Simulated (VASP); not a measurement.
Input of a VASP 6.6.1 run:

INCAR

```
SYSTEM = RbTeO3
PREC = Accurate
ENCUT = 520
EDIFF = 1E-6
ISMEAR = -1
SIGMA = 0.1
LREAL = .FALSE.
LASPH = .TRUE.
NELM = 80
ALGO = Normal
ISIF = 2
LWAVE = .FALSE.
LCHARG = .FALSE.
GGA = CA
NBANDS = 24
```

KPOINTS

```
Automatic mesh
0
G
  4 4 4
  0 0 0
```

POSCAR

```
RbTeO3
1.0
    4.0801746149      0.0000000000      0.0000000000
    0.0000000000      4.0801746149      0.0000000000
    0.0000000000      0.0000000000      4.0801746149
Rb Te O
1 1 3
Direct
    0.0000000000      0.0000000000      0.0000000000
    0.5000000000      0.5000000000      0.5000000000
    0.5000000000      0.5000000000      0.0000000000
    0.0000000000      0.5000000000      0.5000000000
    0.5000000000      0.0000000000      0.5000000000
```

Potentials or basis: VASP PAW LDA potentials, release 64 (Rb_sv, Te, O).

Command:

```bash
$ cat potpaw_LDA.64/Rb_sv/POTCAR potpaw_LDA.64/Te/POTCAR potpaw_LDA.64/O/POTCAR > POTCAR
$ mpirun -np 1 vasp_std > vasp.out
```

Problem. Predict the pressure.

Solution. 0.0 GPa.

Problem. Estimate the band gap on the k mesh.

Solution. Zero (an odd number of electrons rules out a gap without spin polarisation).

Caveat: the k points lie up to 0.38 Å⁻¹ apart, too coarse for converged energies and pressures of a metal; spin-orbit coupling is left out, which moves the levels of the heavy elements; an odd number of electrons without spin polarisation forces a metal; a magnetic or distorted state may lie lower.
